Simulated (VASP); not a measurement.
# Zn3Se2S (P1) in VASP: relaxation of cell and atoms with PBE

Aim: the relaxation of cell and atoms of Zn3Se2S with PBE.

All numbers are computed with VASP 6.6.1; they aren't measurements. Logs are shortened: lines on timing, memory, paths and dates and some standing lists are left out, and cuts for length are marked.

## 1. The cell of the first run

The typed cell holds 12 atoms: a = 6.483 Å, b = 6.972 Å, c = 7.060 Å, α = 121.78°, β = 90.49°, γ = 89.56°.

## 2. Relaxation of cell and atoms, PBE

INCAR reads:

```
PREC = Accurate ; ENCUT = 600
EDIFF = 1E-7 ; ISMEAR = 0
SIGMA = 0.1 ; LREAL = False
LASPH = True ; NELM = 60
ALGO = Normal ; ISIF = 3
LWAVE = False ; LCHARG = False
GGA = PE ; IBRION = 2
NSW = 80 ; EDIFFG = -0.025
```

KPOINTS reads:

```
regular mesh
0
Gamma
  2 2 2
```

POSCAR reads:

```
Zn3Se2S
1.0
   -0.0176982242      0.0251425677     -6.4826723930
   -0.1342773511      6.9710779543     -0.0265392556
    6.0719966295     -3.6019103458      0.0294598265
Zn Se S
6 4 2
Direct
    0.4952586623      0.5145688317      0.6595623629
    0.4725698178      0.1743084306      0.0183760875
    0.5244493241      0.8350830244      0.3056695059
    0.0223143804      0.1405762289      0.6613770604
    1.0401877919      0.8318725352     -0.0022221557
    0.0056355959      0.5078490831      0.3068923216
    0.0887588231      0.5667515009      0.7052453727
    0.1011758855      0.8222992087      0.3045629223
    0.6011910695      0.1782281282      0.6872541866
    0.6225657700      0.5202471556      0.3464822296
    0.0918385016      0.1060809767      0.0113809806
    0.6240543779      0.8021348960     -0.0045808745
```

Potentials or basis: VASP PAW PBE potentials, release 64 (Zn, Se, S).

Launch:

```bash
$ cat potpaw_PBE.64/Zn/POTCAR potpaw_PBE.64/Se/POTCAR potpaw_PBE.64/S/POTCAR > POTCAR
$ mpirun -np 1 vasp_std > vasp.out
```

OUTCAR:

```text
PREC = Accurate
   ENCUT = 600
   EDIFF = 1E-7
   ISMEAR = 0
   LREAL = False
   LASPH = True
   NELM = 60
   ISIF = 3
   GGA = PE
   IBRION = 2
   NSW = 80
   EDIFFG = -0.025

 ion  position               nearest neighbor table
   1  0.495  0.515  0.660-  12 2.31  10 2.39   9 2.54   7 2.66
   2  0.473  0.174  0.018-  10 2.50   9 2.50  11 2.51  12 2.69
   3  0.524  0.835  0.306-  12 2.18  10 2.44   9 2.54   8 2.75
   4  0.022  0.141  0.661-   8 2.38  11 2.64   9 2.74   7 2.86
   5  0.040  0.832  0.998-  11 1.90   7 1.94   8 2.23  12 2.71
   6  0.006  0.508  0.307-   8 2.29  10 2.50  11 2.52   7 2.67
   7  0.089  0.567  0.705-   5 1.94   1 2.66   6 2.67   4 2.86
   8  0.101  0.822  0.305-   5 2.23   6 2.29   4 2.38   3 2.75
   9  0.601  0.178  0.687-   2 2.50   3 2.54   1 2.54   4 2.74
  10  0.623  0.520  0.346-   1 2.39   3 2.44   6 2.50   2 2.50
  11  0.092  0.106  0.011-   5 1.90   2 2.51   6 2.52   4 2.64
  12  0.624  0.802  0.995-   3 2.18   1 2.31   2 2.69   5 2.71

  LATTYP: Found a triclinic cell.
 ALAT       =     7.0600119751
 B/A-ratio  =     0.9669942835
 C/A-ratio  =     0.9182343218
 COS(alpha) =     0.0008882232
 COS(beta)  =     0.0084994107
 COS(gamma) =     0.4962475690

  Lattice vectors:

 A1 = (   6.0719966295,  -3.6019103458,   0.0294598265)
 A2 = (   5.9377192784,   3.3691676085,   0.0029205709)
 A3 = (   0.0176982242,  -0.0251425677,   6.4826723930)

Analysis of symmetry for initial positions (statically):
=====================================================================
 Subroutine PRICEL returns:
 Original cell was already a primitive cell.

 Routine SETGRP: Setting up the symmetry group for a
 triclinic supercell.

 Subroutine GETGRP returns: Found  1 space group operations
 (whereof  1 operations were pure point group operations)
 out of a pool of  2 trial point group operations.

The static configuration has the point symmetry C_1 .

Analysis of symmetry for dynamics (positions and initial velocities):
=====================================================================
 Subroutine PRICEL returns:
 Original cell was already a primitive cell.

 Routine SETGRP: Setting up the symmetry group for a
 triclinic supercell.

 Subroutine GETGRP returns: Found  1 space group operations
 (whereof  1 operations were pure point group operations)
 out of a pool of  2 trial point group operations.

The dynamic configuration has the point symmetry C_1 .

 Subroutine INISYM returns: Found  1 space group operations
 (whereof  1 operations are pure point group operations),
 and found     1 'primitive' translations

----------------------------------------------------------------------------------------

                                     Primitive cell

  volume of cell :     271.2596

  direct lattice vectors                    reciprocal lattice vectors
    -0.017698224  0.025142568 -6.482672393     0.000404685 -0.000579484 -0.154260723
    -0.134277351  6.971077954 -0.026539256     0.086077180  0.145109110  0.000327797
     6.071996630 -3.601910346  0.029459827     0.166595181  0.003207283 -0.000442379

  length of vectors
     6.482745308  6.972421572  7.060011975     0.154262342  0.168718825  0.166626639

  position of ions in fractional coordinates (direct lattice)
     0.495258662  0.514568832  0.659562363
     0.472569818  0.174308431  0.018376088
     0.524449324  0.835083024  0.305669506
     0.022314380  0.140576229  0.661377060
     0.040187792  0.831872535  0.997777844
     0.005635596  0.507849083  0.306892322
     0.088758823  0.566751501  0.705245373
     0.101175885  0.822299209  0.304562922
     0.601191069  0.178228128  0.687254187
     0.622565770  0.520247156  0.346482230
     0.091838502  0.106080977  0.011380981
     0.624054378  0.802134896  0.995419125

  ion indices of the primitive-cell ions
   primitive index   ion index
                 1           1
                 2           2
                 3           3
                 4           4
                 5           5
                 6           6
                 7           7
                 8           8
                 9           9
                10          10
                11          11
                12          12

----------------------------------------------------------------------------------------

 KPOINTS: regular mesh

Automatic generation of k-mesh.
 Grid dimensions read from file:
 generate k-points for:    2    2    2

 Generating k-lattice:

  Cartesian coordinates                     Fractional coordinates (reciprocal lattice)
     0.000202343 -0.000289742 -0.077130362     0.500000000  0.000000000  0.000000000
     0.043038590  0.072554555  0.000163899     0.000000000  0.500000000 -0.000000000
     0.083297591  0.001603641 -0.000221190     0.000000000 -0.000000000  0.500000000

  Length of vectors
     0.077131171  0.084359413  0.083313319

  Shift w.r.t. Gamma in fractional coordinates (k-lattice)
     0.000000000  0.000000000  0.000000000

 Subroutine IBZKPT returns following result:
 ===========================================

 Found      8 irreducible k-points:

 Following reciprocal coordinates:
            Coordinates               Weight
  0.000000  0.000000  0.000000      1.000000
  0.500000  0.000000  0.000000      1.000000
  0.000000  0.500000  0.000000      1.000000
  0.500000  0.500000  0.000000      1.000000
  0.000000 -0.000000  0.500000      1.000000
  0.500000 -0.000000  0.500000      1.000000
  0.000000  0.500000  0.500000      1.000000
  0.500000  0.500000  0.500000      1.000000
   k-points           NKPTS =      8   k-points in BZ     NKDIM =      8   number of bands    NBANDS=     64
   number of dos      NEDOS =    301   number of ions     NIONS =     12
   total plane-waves  NPLWV = 169344
   dimension x,y,z NGX =    54 NGY =   56 NGZ =   56
   dimension x,y,z NGXF=   108 NGYF=  112 NGZF=  112
   ions per type =               6   4   2
   NGX,Y,Z   is equivalent  to a cutoff of  13.85, 13.35, 13.19 a.u.
   NGXF,Y,Z  is equivalent  to a cutoff of  27.70, 26.70, 26.37 a.u.
 SYSTEM =  unknown system
   PREC   = accura    normal or accurate (medium, high low for compatibility)
   ISTART =      0    job   : 0-new  1-cont  2-samecut
   ICHARG =      2    charge: 1-file 2-atom 10-const
   ISPIN  =      1    spin polarized calculation?
   LNONCOLLINEAR =      F non collinear calculations
   LSORBIT =      F    spin-orbit coupling
   LASPH  =      T    aspherical Exc in radial PAW
   ENCUT  =  600.0 eV  44.10 Ry    6.64 a.u.  12.95 13.93 14.10*2*pi/ulx,y,z
   NELM   =     60;   NELMIN=  2; NELMDL= -5     # of ELM steps
   EDIFF  = 0.1E-06   stopping-criterion for ELM
   LREAL  =      F    real-space projection
   EDIFFG = -.3E-01   stopping-criterion for IOM
   NSW    =     80    number of steps for IOM
   IBRION =      2    ionic relax: 0-MD 1-quasi-New 2-CG
   NFREE  =      1    steps in history (QN), initial steepest desc. (CG)
   ISIF   =      3    stress and relaxation
   ISYM   =      2    0-nonsym 1-usesym 2-fastsym
   POTIM  = 0.5000    time-step for ionic-motion
   TEBEG  =    0.0;   TEEND  =   0.0 temperature during run
   PSTRESS=    0.0 pullay stress
   NELECT =     108.0000    total number of electrons
   NUPDOWN=      -1.0000    fix difference up-down
   EMIN   =  10.00;   EMAX   =-10.00  energy-range for DOS
   EFERMI =   0.00;   METHOD = LEGACY
   ISMEAR =     0;   SIGMA  =   0.10  broadening in eV -4-tet -1-fermi 0-gaus
   EFERMI_NEDOS =   21; number of points for ismear=-14 and -15
   IALGO  =     38    algorithm
   IMIX   =      4    mixing-type and parameters
     AMIX     =   0.40;   BMIX     =  1.00
     AMIX_MAG =   1.60;   BMIX_MAG =  1.00
  volume/ion in A,a.u.               =      22.60       152.55
  Fermi-wavevector in a.u.,A,eV,Ry     =   1.204355  2.275900 19.734841  1.450470
  Thomas-Fermi vector in A             =   2.340082
   LORBIT       =      0    0 simple, 1 ext, 2 COOP (PROOUT), +10 PAW based schemes
   GGA     = PE    functional components
   LHFCALC =     F    Hartree Fock is set to
   AEXX    =    0.0000 exact exchange contribution
   IVDW    =     0    specifies the selected vdW correction
   LEPSILON=     F    determine dielectric tensor
   LRPA    =     F    only Hartree local field effects (RPA)
 conjugate gradient relaxation of ions
 non-spin polarized calculation
 Gauss-broadening in eV      SIGMA  =   0.10
  energy-cutoff  :      600.00
  volume of cell :      271.26
 maximum number of plane-waves:      9072
 NGX is ok and might be reduce to    54
   NGX = 25   NGY = 27   NGZ = 29

--------------------------------------- Ionic step        1  -------------------------------------------

 number of electron     108.0000001 magnetization

 Free energy of the ion-electron system (eV)
  ---------------------------------------------------
  ext. energy  EPLUGINS =         0.00000000
  ---------------------------------------------------
  free energy    TOTEN  =       -32.63394382 eV

  energy without entropy =      -32.63394382  energy(sigma->0) =      -32.63394382

------------------------ aborting loop because EDIFF is reached ----------------------------------------

  FORCE on cell =-STRESS in cart. coord.  units (eV):
  Direction    XX          YY          ZZ          XY          YZ          ZX
  --------------------------------------------------------------------------------------
  -------------------------------------------------------------------------------------
  Total       16.6089299     15.9999033     -1.7239347      5.4547357     -1.8668481      2.3239086
  in kB       98.0995619     94.5023862    -10.1823079     32.2180406    -11.0264165     13.7260145
  external PRESSURE =      60.8065467 kB  Pullay stress =       0.0000000 kB
[... 119 lines left out ...]
  FREE ENERGIE OF THE ION-ELECTRON SYSTEM (eV)
  ---------------------------------------------------
  free  energy   TOTEN  =       -36.0875645872 eV

  energy  without entropy=      -36.0875645871  energy(sigma->0) =      -36.08756459

[... ionic steps 4 to 16 ...]

--------------------------------------- Ionic step       17  -------------------------------------------

 number of electron     107.9999999 magnetization

------------------------ aborting loop because EDIFF is reached ----------------------------------------

  FORCE on cell =-STRESS in cart. coord.  units (eV):
  Direction    XX          YY          ZZ          XY          YZ          ZX
  --------------------------------------------------------------------------------------
  -------------------------------------------------------------------------------------
  Total        0.1696651      0.0856009      0.0383022      0.0222776     -0.0259192      0.0000090
  in kB        1.0116134      0.5103878      0.2283734      0.1328280     -0.1545409      0.0000536
  external PRESSURE =       0.5834582 kB  Pullay stress =       0.0000000 kB
[... 77 lines left out ...]
  energy  without entropy=      -37.6345964329  energy(sigma->0) =      -37.63459643

--------------------------------------- Ionic step       19  -------------------------------------------

 number of electron     108.0000000 magnetization

 Free energy of the ion-electron system (eV)
  ---------------------------------------------------
  ext. energy  EPLUGINS =         0.00000000
  ---------------------------------------------------
  free energy    TOTEN  =       -37.63501784 eV

  energy without entropy =      -37.63501784  energy(sigma->0) =      -37.63501784

 E-fermi :   1.9984     XC(G=0):  -9.2677

 val. band max:        1.5181229611   @ k =   0.0000   0.0000   0.0000
 cond. band min:       2.9768647423   @ k =   0.0000   0.0000   0.0000
 fundamental gap:      1.4587417812
 Fermi energy:         1.9983594652

 k-point     1 :       0.0000    0.0000    0.0000
  band No.  band energies     occupation
      1     -11.5252      2.00000
      2     -10.7637      2.00000
      3     -10.5967      2.00000
      4     -10.5686      2.00000
      5     -10.4938      2.00000
      6     -10.4882      2.00000
[... 564 lines left out ...]
  FREE ENERGIE OF THE ION-ELECTRON SYSTEM (eV)
  ---------------------------------------------------
  free  energy   TOTEN  =       -37.6350178413 eV

  energy  without entropy=      -37.6350178413  energy(sigma->0) =      -37.63501784

 reached required accuracy - stopping structural energy minimisation
```

It took 31 min on 1 thread of Intel Xeon 6975P-C (Granite Rapids), shared host; peak memory 0.54 GiB.

What came out:

| Property | Result |
| --- | --- |
| Free energy | -37.6350 eV |
| Relaxed volume | 22.44 Å³/atom |
| Relaxed cell | a = 6.529 Å, b = 6.902 Å, c = 6.902 Å, α = 120.04°, β = 89.97°, γ = 90.03° |
| Space group after relaxing (to 0.05 Å) | Cmc2_1 (No. 36) |
| Energy gained by relaxing | 416.8 meV/atom |
| Ionic steps | 19 |
| Pressure after relaxing | -0.1 GPa |
| Largest force after relaxing | 0.020 eV/Å |
| Band gap on the k mesh | 1.46 eV, direct |

Forces on the atoms (eV/Å):
```
Zn  -0.009 -0.010  0.001
Zn  -0.001  0.001  0.002
Zn  -0.002  0.001  0.004
Zn   0.005  0.004  0.003
Zn   0.004  0.004  0.007
Zn   0.000  0.003 -0.002
Se   0.001  0.012 -0.012
Se   0.013  0.003  0.003
Se  -0.002 -0.004  0.003
Se  -0.002 -0.011  0.001
S    0.006  0.007 -0.002
S   -0.015 -0.010 -0.008
```

Step by step:
| step | energy change (eV) | largest force (eV/Å) | pressure (GPa) | volume (Å³) |
| --- | --- | --- | --- | --- |
| 1 | 0.0000 | 10.9455 | 6.08 | 271.26 |
| 2 | -2.9069 | 3.7519 | -4.25 | 305.68 |
| 3 | -3.4536 | 2.8180 | -2.69 | 290.14 |
| 4 | -4.3283 | 0.9075 | -1.31 | 277.39 |
| 5 | -4.4900 | 1.2277 | 1.16 | 265.91 |
| 6 | -4.5026 | 1.0817 | 0.56 | 268.21 |
| 7 | -4.8055 | 0.7389 | 0.46 | 267.34 |
| 8 | -4.8740 | 0.6533 | 0.60 | 266.59 |
| 9 | -4.9439 | 0.3516 | -0.31 | 270.34 |
| 10 | -4.9550 | 0.2010 | -0.76 | 272.48 |
| 11 | -4.9769 | 0.1756 | 0.16 | 268.27 |
| 12 | -4.9769 | 0.1784 | 0.21 | 268.08 |
| 13 | -4.9860 | 0.1384 | 0.12 | 268.41 |
| 14 | -4.9918 | 0.1109 | -0.01 | 268.96 |
| 15 | -4.9975 | 0.0957 | -0.05 | 269.13 |
| 16 | -4.9981 | 0.0984 | -0.06 | 269.21 |
| 17 | -5.0007 | 0.0339 | 0.06 | 268.71 |
| 18 | -5.0007 | 0.0339 | 0.06 | 268.72 |
| 19 | -5.0011 | 0.0196 | -0.06 | 269.22 |

Final structure:
```yaml
crystal:
  lattice:
    - [0.00050, -0.00146, -6.52867]
    - [-0.00270, 6.90189, 0.00166]
    - [5.97604, -3.45224, -0.00243]
  atoms:
    - { symbol: Zn, position: [0.50010, 0.51423, 0.67990] }
    - { symbol: Zn, position: [0.48355, 0.15680, 0.00079] }
    - { symbol: Zn, position: [0.50061, 0.83513, 0.32269] }
    - { symbol: Zn, position: [0.00045, 0.16431, 0.67721] }
    - { symbol: Zn, position: [0.98366, 0.84308, 0.99893] }
    - { symbol: Zn, position: [0.00019, 0.48634, 0.32060] }
    - { symbol: Se, position: [0.12011, 0.50160, 0.66917] }
    - { symbol: Se, position: [0.12063, 0.83143, 0.32851] }
    - { symbol: Se, position: [0.62050, 0.16852, 0.67108] }
    - { symbol: Se, position: [0.62039, 0.49822, 0.33085] }
    - { symbol: S, position: [0.11993, 0.16112, 0.99896] }
    - { symbol: S, position: [0.61988, 0.83921, 0.00132] }
```

Caveat: the k points lie up to 0.53 Å⁻¹ apart in the final cell.
